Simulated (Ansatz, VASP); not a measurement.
**One calculation of ZrB2, two programs**

```
CELL_PARAMETERS angstrom
3.10097 0.00000 0.00000
0.00000 3.13584 0.00000
0.00000 0.00000 4.61174
ATOMIC_POSITIONS crystal
Zr 0.50000 0.00000 0.00000
B 0.50000 0.50000 0.50000
B 0.50000 0.00000 0.50000
```

Alike in both runs: functional PBE; k mesh 6 × 6 × 6; occupations gaussian, width 0.1 eV; no spin polarisation.

Ansatz relaxed the structure, and its values are those at the end. VASP's run is a single point on that final structure, the one shown.

```csv
,VASP,Ansatz
version,VASP 6.6.1,Ansatz 0.2.0
potentials or method,"VASP PAW PBE potentials, release 64 (Zr_sv, B), cutoff 520 eV","scalar-relativistic, plane waves, PAW"
valence electrons in the cell,18,18
```

```tsv
	VASP	Ansatz	Ansatz less VASP
gap on the k mesh at the Fermi level (eV)	none	none	-
pressure (GPa)	0.1	0.1	-0.02
```

A gap of «none» marks a metal or a gap that the smearing closes.
